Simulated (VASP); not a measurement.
# Au (Fm-3m) in VASP: notebook

Runs on Au. Level: PBEsol. Tasks: single point, relaxation of cell and atoms.

All numbers are computed with VASP 6.6.1; they aren't measurements. Logs are shortened: lines on timing, memory, paths and dates and some standing lists are left out, and cuts for length are marked.

## Step 1: The cell of the first run

The structure is cubic, space group Fm-3m (No. 225). Conventional cell: a = 3.882 Å, b = 3.882 Å, c = 3.882 Å, α = 90.00°, β = 90.00°, γ = 90.00°. Within 3.6 Å of Au (site symmetry m-3m) lie 12 Au at 2.74 Å.

## Step 2: Single point, PBEsol

Contents of INCAR:

```
SYSTEM = Au
PREC     = Accurate       ! precision mode
ENCUT    = 520            ! plane-wave cutoff, eV
EDIFF    = 1E-7           ! SCF threshold, eV
ISMEAR   = 0              ! smearing method
SIGMA    = 0.1            ! smearing width, eV
LREAL    = .False.        ! projectors in reciprocal space
LASPH    = .True.         ! aspherical terms in the spheres
NELM     = 100            ! most SCF steps
ALGO     = Fast           ! electronic algorithm
ISIF     = 2              ! what is computed and relaxed
LWAVE    = .False.        ! write WAVECAR
LCHARG   = .True.         ! write CHGCAR
GGA      = PS             ! functional
LELF     = .True.         ! ELF
LVHAR    = .True.       
NBANDS   = 12             ! bands
```

Contents of KPOINTS:

```
Automatic mesh
0
Gamma
  8 8 8
  0 0 0
```

Contents of POSCAR:

```
Au
1.0
    0.0000000000      1.9408949621      1.9408949621
    1.9408949621      0.0000000000      1.9408949621
    1.9408949621      1.9408949621      0.0000000000
Au
1
Direct
    0.0000000000      0.0000000000      0.0000000000
```

Potentials or basis: VASP PAW PBE potentials, release 64 (Au).

Run with:

```bash
cat potpaw_PBE.64/Au/POTCAR > POTCAR
mpirun -np 1 vasp_std > vasp.out
```

OUTCAR:

```text
SYSTEM = Au
   PREC = Accurate
   ENCUT = 520
   EDIFF = 1E-7
   ISMEAR = 0
   LREAL = .False.
   LASPH = .True.
   NELM = 100
   ISIF = 2
   GGA = PS

 ion  position               nearest neighbor table
   1  0.000  0.000  0.000-

  LATTYP: Found a face centered cubic cell.
 ALAT       =     3.8817899242

  Lattice vectors:

 A1 = (   0.0000000000,   1.9408949621,   1.9408949621)
 A2 = (   1.9408949621,   0.0000000000,   1.9408949621)
 A3 = (   1.9408949621,   1.9408949621,   0.0000000000)

Analysis of symmetry for initial positions (statically):
=====================================================================
 Subroutine PRICEL returns:
 Original cell was already a primitive cell.

 Routine SETGRP: Setting up the symmetry group for a
 face centered cubic supercell.

 Subroutine GETGRP returns: Found 48 space group operations
 (whereof 48 operations were pure point group operations)
 out of a pool of 48 trial point group operations.

The static configuration has the point symmetry O_h .

Analysis of symmetry for dynamics (positions and initial velocities):
=====================================================================
 Subroutine PRICEL returns:
 Original cell was already a primitive cell.

 Routine SETGRP: Setting up the symmetry group for a
 face centered cubic supercell.

 Subroutine GETGRP returns: Found 48 space group operations
 (whereof 48 operations were pure point group operations)
 out of a pool of 48 trial point group operations.

The dynamic configuration has the point symmetry O_h .

 Subroutine INISYM returns: Found 48 space group operations
 (whereof 48 operations are pure point group operations),
 and found     1 'primitive' translations

----------------------------------------------------------------------------------------

                                     Primitive cell

  volume of cell :      14.6230

  direct lattice vectors                    reciprocal lattice vectors
     0.000000000  1.940894962  1.940894962    -0.257613117  0.257613117  0.257613117
     1.940894962  0.000000000  1.940894962     0.257613117 -0.257613117  0.257613117
     1.940894962  1.940894962  0.000000000     0.257613117  0.257613117 -0.257613117

  length of vectors
     2.744839979  2.744839979  2.744839979     0.446199006  0.446199006  0.446199006

  position of ions in fractional coordinates (direct lattice)
     0.000000000  0.000000000  0.000000000

  ion indices of the primitive-cell ions
   primitive index   ion index
                 1           1

----------------------------------------------------------------------------------------

 KPOINTS: Automatic mesh

Automatic generation of k-mesh.
 Grid dimensions read from file:
 generate k-points for:    8    8    8

 Generating k-lattice:

  Cartesian coordinates                     Fractional coordinates (reciprocal lattice)
    -0.032201640  0.032201640  0.032201640     0.125000000  0.000000000  0.000000000
     0.032201640 -0.032201640  0.032201640     0.000000000  0.125000000  0.000000000
     0.032201640  0.032201640 -0.032201640     0.000000000  0.000000000  0.125000000

  Length of vectors
     0.055774876  0.055774876  0.055774876

  Shift w.r.t. Gamma in fractional coordinates (k-lattice)
     0.000000000  0.000000000  0.000000000

 Subroutine IBZKPT returns following result:
 ===========================================

 Found     29 irreducible k-points:

 Following reciprocal coordinates:
            Coordinates               Weight
  0.000000  0.000000  0.000000      1.000000
  0.125000  0.000000  0.000000      8.000000
  0.250000  0.000000  0.000000      8.000000
  0.375000  0.000000  0.000000      8.000000
  0.500000  0.000000  0.000000      4.000000
  0.125000  0.125000  0.000000      6.000000
[... 16 lines left out ...]
  0.500000  0.250000  0.125000     48.000000
 -0.375000  0.250000  0.125000     24.000000
 [... further k-points ...]
   k-points           NKPTS =     29   k-points in BZ     NKDIM =     29   number of bands    NBANDS=     12
   number of dos      NEDOS =    301   number of ions     NIONS =      1
   total plane-waves  NPLWV =   8000
   dimension x,y,z NGX =    20 NGY =   20 NGZ =   20
   dimension x,y,z NGXF=    40 NGYF=   40 NGZF=   40
   ions per type =               1
   NGX,Y,Z   is equivalent  to a cutoff of  12.11, 12.11, 12.11 a.u.
   NGXF,Y,Z  is equivalent  to a cutoff of  24.23, 24.23, 24.23 a.u.
 SYSTEM =  Au
   PREC   = accura    normal or accurate (medium, high low for compatibility)
   ISTART =      0    job   : 0-new  1-cont  2-samecut
   ICHARG =      2    charge: 1-file 2-atom 10-const
   ISPIN  =      1    spin polarized calculation?
   LNONCOLLINEAR =      F non collinear calculations
   LSORBIT =      F    spin-orbit coupling
   LASPH  =      T    aspherical Exc in radial PAW
   ENCUT  =  520.0 eV  38.22 Ry    6.18 a.u.   5.10  5.10  5.10*2*pi/ulx,y,z
   NELM   =    100;   NELMIN=  2; NELMDL= -5     # of ELM steps
   EDIFF  = 0.1E-06   stopping-criterion for ELM
   LREAL  =      F    real-space projection
   EDIFFG = 0.1E-05   stopping-criterion for IOM
   NSW    =      0    number of steps for IOM
   IBRION =     -1    ionic relax: 0-MD 1-quasi-New 2-CG
   NFREE  =      0    steps in history (QN), initial steepest desc. (CG)
   ISIF   =      2    stress and relaxation
   ISYM   =      2    0-nonsym 1-usesym 2-fastsym
   POTIM  = 0.5000    time-step for ionic-motion
   TEBEG  =    0.0;   TEEND  =   0.0 temperature during run
   PSTRESS=    0.0 pullay stress
   NELECT =      11.0000    total number of electrons
   NUPDOWN=      -1.0000    fix difference up-down
   EMIN   =  10.00;   EMAX   =-10.00  energy-range for DOS
   EFERMI =   0.00;   METHOD = LEGACY
   ISMEAR =     0;   SIGMA  =   0.10  broadening in eV -4-tet -1-fermi 0-gaus
   EFERMI_NEDOS =   21; number of points for ismear=-14 and -15
   IALGO  =     68    algorithm
   IMIX   =      4    mixing-type and parameters
     AMIX     =   0.40;   BMIX     =  1.00
     AMIX_MAG =   1.60;   BMIX_MAG =  1.00
  volume/ion in A,a.u.               =      14.62        98.68
  Fermi-wavevector in a.u.,A,eV,Ry     =   1.488882  2.813580 30.160993  2.216770
  Thomas-Fermi vector in A             =   2.601861
   LORBIT       =      0    0 simple, 1 ext, 2 COOP (PROOUT), +10 PAW based schemes
   GGA     = PS    functional components
   LHFCALC =     F    Hartree Fock is set to
   AEXX    =    0.0000 exact exchange contribution
   IVDW    =     0    specifies the selected vdW correction
   LEPSILON=     F    determine dielectric tensor
   LRPA    =     F    only Hartree local field effects (RPA)
 non-spin polarized calculation
 RMM-DIIS sequential band-by-band and
 Gauss-broadening in eV      SIGMA  =   0.10
  energy-cutoff  :      520.00
  volume of cell :       14.62
 maximum number of plane-waves:       411
   NGX = 11   NGY = 11   NGZ = 11

 number of electron      10.9999999 magnetization

 Free energy of the ion-electron system (eV)
  ---------------------------------------------------
  ext. energy  EPLUGINS =         0.00000000
  ---------------------------------------------------
  free energy    TOTEN  =        -3.61108076 eV

  energy without entropy =       -3.60717061  energy(sigma->0) =       -3.60912569

 E-fermi :  12.1715     XC(G=0): -13.8046

 val. band max:       12.1020354201   @ k =   0.5000   0.2500   0.1250
 cond. band min:      12.3064469040   @ k =   0.5000   0.1250   0.0000
 fundamental gap:      0.2044114838
 Fermi energy:        12.1714602558

 k-point     1 :       0.0000    0.0000    0.0000
  band No.  band energies     occupation
      1       0.3960      2.00000
      2       6.4713      2.00000
      3       6.4713      2.00000
      4       6.4713      2.00000
      5       8.4714      2.00000
      6       8.4714      2.00000
      7      26.2237      0.00000
      8      31.1147      0.00000
      9      31.1147      0.00000
     10      31.1147      0.00000
     11      36.5085      0.00000
     12      43.1764      0.00000

 k-point     2 :       0.1250    0.0000    0.0000
  band No.  band energies     occupation
      1       1.0078      2.00000
      2       6.2581      2.00000
      3       6.6805      2.00000
      4       6.6805      2.00000
      5       8.3840      2.00000
      6       8.3840      2.00000
      7      27.0320      0.00000
      8      28.4868      0.00000
      9      31.9960      0.00000
     10      31.9960      0.00000
     11      37.4824      0.00000
     12      40.3421      0.00000

 k-point     3 :       0.2500    0.0000    0.0000
  band No.  band energies     occupation
      1       2.4315      2.00000
      2       6.2319      2.00000
      3       6.8253      2.00000
      4       6.8253      2.00000
      5       8.6589      2.00000
      6       8.6589      2.00000
      7      24.1847      0.00000
      8      27.7522      0.00000
      9      33.7976      0.00000
     10      33.7976      0.00000
     11      34.9853      0.00000
     12      36.3826      0.00000
[... 286 lines left out ...]
 k-point    23 :       0.5000    0.2500    0.1250
  band No.  band energies     occupation
      1       4.4172      2.00000
      2       5.7624      2.00000
      3       6.0489      2.00000
      4       7.7839      2.00000
      5       9.3536      2.00000
      6      12.1020      1.67381
      7      19.8821      0.00000
      8      25.1730      0.00000
      9      27.2793      0.00000
     10      31.7139      0.00000
     11      35.7611      0.00000
     12      40.3690      0.00000

 k-point    24 :      -0.3750    0.2500    0.1250
  band No.  band energies     occupation
      1       4.4125      2.00000
      2       5.5410      2.00000
      3       6.9199      2.00000
      4       7.5237      2.00000
      5       9.8449      2.00000
      6      14.8693      0.00000
      7      15.8653      0.00000
      8      25.5130      0.00000
      9      26.0392      0.00000
     10      30.5062      0.00000
     11      37.5617      0.00000
     12      40.4935      0.00000

 [... further k-points ...]

------------------------ aborting loop because EDIFF is reached ----------------------------------------

  FORCE on cell =-STRESS in cart. coord.  units (eV):
  Direction    XX          YY          ZZ          XY          YZ          ZX
  --------------------------------------------------------------------------------------
  -------------------------------------------------------------------------------------
  Total        3.8439759      3.8439759      3.8439759      0.0000000      0.0000000      0.0000000
  in kB      421.1677821    421.1677821    421.1677821      0.0000000      0.0000000      0.0000000
  external PRESSURE =     421.1677821 kB  Pullay stress =       0.0000000 kB

 VOLUME and BASIS-vectors are now :
 -----------------------------------------------------------------------------
  energy-cutoff  :      520.00
  volume of cell :       14.62
      direct lattice vectors                 reciprocal lattice vectors
     0.000000000  1.940894962  1.940894962    -0.257613117  0.257613117  0.257613117
     1.940894962  0.000000000  1.940894962     0.257613117 -0.257613117  0.257613117
     1.940894962  1.940894962  0.000000000     0.257613117  0.257613117 -0.257613117

 POSITION                                       TOTAL-FORCE (eV/Angst)
 -----------------------------------------------------------------------------------
      0.00000      0.00000      0.00000         0.000000      0.000000      0.000000
 -----------------------------------------------------------------------------------
    total drift:                               -0.000000     -0.000000     -0.000000

  FREE ENERGIE OF THE ION-ELECTRON SYSTEM (eV)
  ---------------------------------------------------
  free  energy   TOTEN  =        -3.6110807630 eV

  energy  without entropy=       -3.6071706113  energy(sigma->0) =       -3.60912569
```

Run time: 7.8 s. Hardware: 1 thread of AMD EPYC 7R13 (Zen 3), shared host; peak memory 0.09 GiB.

What came out:

```
Free energy : -3.6111 eV
Pressure    : 42.1 GPa
```

Caveat: the PAW data sets were made with another functional, which shifts forces and pressure a little; spin-orbit coupling is left out, which moves the levels of the heavy elements.

(Continued in part 2 of 3.)
